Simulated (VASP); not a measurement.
**La: relaxation of cell and atoms with PBEsol**

La:

```xyz
2
Lattice="3.4757 0.0000 0.0000 -1.7379 3.0101 0.0000 0.0000 0.0000 5.7633" Properties=species:S:1:pos:R:3 pbc="T T T"
La    0.0000    2.0067    1.4408
La    1.7379    1.0034    4.3225
```

```
Program                : VASP 6.6.1
Task                   : relaxation of cell and atoms
Functional             : PBEsol
Potentials or basis    : VASP PAW PBE potentials, release 64 (La)
Cutoff                 : 600 eV
k mesh                 : 13 × 13 × 7
Occupations            : fermi-dirac, width 0.08 eV
Spin                   : no spin polarisation
Target pressure        : 4 GPa
Dipole correction      : no
Further INCAR settings : ALGO = Normal; EDIFF = 1e-06; IBRION = 2; EDIFFG = -0.005; NSW = 32; ISIF = 3
```

The relaxed volume is 30.25 Å³/atom, the relaxed cell is a = 3.479 Å, b = 3.479 Å, c = 5.772 Å, α = 90.00°, β = 90.00°, γ = 120.00° and the space group after relaxing (to 0.1 Å) is P6_3/mmc (No. 194). The energy change on relaxing (the run minimises the enthalpy) is -2.7 meV/atom and the ionic steps are 2. The pressure after relaxing is 4.0 GPa. The band gap on the k mesh is zero (bands 11 and 12 overlap by 1.60 eV).

Step by step:
```tsv
step	energy change (eV)	largest force (eV/Å)	pressure (GPa)	volume (Å³)
1	0.0000	0.0000	4.13	60.30
2	-0.0054	0.0000	4.00	60.51
```

Final structure:
```
La
1.0
     3.47934    0.00000    0.00000
    -1.73967    3.01320    0.00000
     0.00000    0.00000    5.77163
La
2
Direct
  0.33333 0.66667 0.25000
  0.66667 0.33333 0.75000
```

Levels at points of the mesh, in eV from the Fermi level:
```csv
k point,band 9,band 10,band 11,band 12,band 13,band 14
"(0.00, 0.00, 0.00)",-2.94,-1.96,1.02,1.50,1.50,1.78
```

Run time: 3.4 min on 1 thread of Intel Xeon 8259CL, on a shared host, peak memory 0.27 GiB.

Caveat: the cell is relaxed towards a set pressure, so the run minimises the enthalpy, not the energy; the PAW data sets were made with another functional, which shifts forces and pressure a little; spin-orbit coupling is left out, which moves the levels of the heavy elements.
